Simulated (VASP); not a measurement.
Cr: single point with revPBE

The system is Cr.

```
Cr
1.0
     2.41176    0.00000    0.00000
     0.00000    2.41176    0.00000
     0.00000    0.00000    2.41176
Cr
1
Direct
  0.00000 0.00000 0.00000
```

This isn't the form of Cr at room conditions, which is bcc.

| Item | Value |
| --- | --- |
| Program | VASP 6.6.1 |
| Task | single point |
| Functional | revPBE |
| Potentials or basis | VASP PAW PBE potentials, release 64 (Cr_pv) |
| Cutoff | 520 eV |
| k mesh | 15 × 15 × 15 |
| Occupations | fermi-dirac, width 0.05 eV |
| Spin | collinear spin, ferromagnetic start |
| Starting moments | [1.5] μB |

```json
{
 "Pressure": "-11.2 GPa",
 "Band gap on the k mesh": "zero (filled and empty bands overlap)",
 "Net moment": "0.00 μB per cell",
 "Valence electrons inside the program's atomic spheres": "Cr 10.92"
}
```

Levels at points of the mesh, in eV from the Fermi level:
Spin up:
| k point | band 2 | band 3 | band 4 | band 5 | band 6 | band 7 | band 8 | band 9 | band 10 | band 11 |
| --- | --- | --- | --- | --- | --- | --- | --- | --- | --- | --- |
| (0.00, 0.00, 0.00) | -42.66 | -42.66 | -6.98 | -2.79 | -2.79 | 2.21 | 2.21 | 2.21 | 7.52 | 18.52 |
Spin down:
| k point | band 4 | band 5 | band 6 | band 7 | band 8 | band 9 |
| --- | --- | --- | --- | --- | --- | --- |
| (0.00, 0.00, 0.00) | -6.98 | -2.79 | -2.79 | 2.21 | 2.21 | 2.21 |

Run time: 70 s on 1 thread of Intel Xeon 8259CL (shared host), peak memory 0.15 GiB.

Caveat: the cell stands under tension; the PAW data sets were made with another functional, which shifts forces and pressure a little.
